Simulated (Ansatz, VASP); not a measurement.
**SiO2 in VASP and in Ansatz**

File INCAR:

```
PREC     = Accurate       # precision mode
ENCUT    = 520            # plane-wave cutoff, eV
EDIFF    = 1E-6           # SCF threshold, eV
ISMEAR   = 0              # smearing method
SIGMA    = 0.02           # smearing width, eV
LREAL    = False          # projectors in reciprocal space
LASPH    = True           # aspherical terms in the spheres
NELM     = 60             # most SCF steps
ALGO     = Normal         # electronic algorithm
ISIF     = 2              # what is computed and relaxed
LWAVE    = False          # write WAVECAR
LCHARG   = False          # write CHGCAR
LDIPOL   = True         
IDIPOL   = 3            
DIPOL    = 0.5 0.5 0.282
GGA      = PE             # functional
IVDW     = 12             # dispersion correction
NBANDS   = 25             # bands
```

KPOINTS

```
Automatic mesh
0
Gamma
  12 12 1
```

The input POSCAR:

```
SiO2
1.0
    2.6867761159     -0.0668593839      0.0000000000
   -1.2854901939      2.3602438508      0.0000000000
    0.0000000000      0.0000000000     37.2231571600
Si O
2 4
Direct
    0.5000211658      0.4999788342      0.2198878560
    0.4999788342      0.5000211658      0.3442770780
    0.1666888109      0.8333111891      0.2444942017
    0.8333538595      0.1666461405      0.1952367491
    0.1666461405      0.8333538595      0.3689281848
    0.8333111891      0.1666888109      0.3196707322
```

Input for Ansatz:

```yaml
crystal:
  lattice:
    - [2.6867761159, -0.0668593839, 0.0]
    - [-1.2854901939, 2.3602438508, 0.0]
    - [0.0, 0.0, 37.22315716]
  atoms:
    - { symbol: Si, position: [0.5000211658, 0.4999788342, 0.219887856] }
    - { symbol: Si, position: [0.4999788342, 0.5000211658, 0.344277078] }
    - { symbol: O, position: [0.1666888109, 0.8333111891, 0.2444942017] }
    - { symbol: O, position: [0.8333538595, 0.1666461405, 0.1952367491] }
    - { symbol: O, position: [0.1666461405, 0.8333538595, 0.3689281848] }
    - { symbol: O, position: [0.8333111891, 0.1666888109, 0.3196707322] }
  periodic: [true, true, false]
basis:
  ecutwfc: 420
kpoints:
  mp_grid: { grid: [12, 12, 1] }
  band_path:
    path:
      - [0.0, 0.0, 0.0]
      - [0.5, -9.9e-07, 0.0]
      - [0.33333333, 0.33333234, 0.0]
      - [0.0, 0.0, 0.0]
    npoints: 14
hamiltonian:
  xc: pbe
  dispersion: d3bj
scf:
  occupations: { method: gaussian, width: 0.02 }
  n_extra_bands: 15
output:
  forces: true
  stress: true
  eigenvalues: true
  populations: true
  dos: { projected: true, de: 0.02, nscf_kmesh: { grid: [18, 18, 1] } }
  bader: true
  write_density: true
  write_potential: true
  elf: true
  volumetric_format: npy
```

Alike in both runs: task single point; functional PBE; dispersion D3(BJ); k mesh 12 × 12 × 1; occupations gaussian, width 0.02 eV; no spin polarisation.

|  | VASP | Ansatz |
| --- | --- | --- |
| version | VASP 6.6.1 | Ansatz 0.2.0 |
| potentials or method | VASP PAW PBE potentials, release 64 (Si, O), cutoff 520 eV | scalar-relativistic, plane waves, PAW |
| valence electrons in the cell | 32 | 32 |

Ansatz gave:

```
gap on the k mesh at the Fermi level (eV) : 6.45
least direct gap on the mesh (eV)         : 6.85
rms of the force components (eV/Å)        : 0.000
```

**Question.** What did VASP give for the same quantities?

**Answer.** gap on the k mesh at the Fermi level (eV): 6.43; least direct gap on the mesh (eV): 6.84; rms of the force components (eV/Å): 0.006.

Atom by atom the forces differ by 0.006 eV/Å (rms over components). Ansatz's warnings: xc potential rough in thin density.
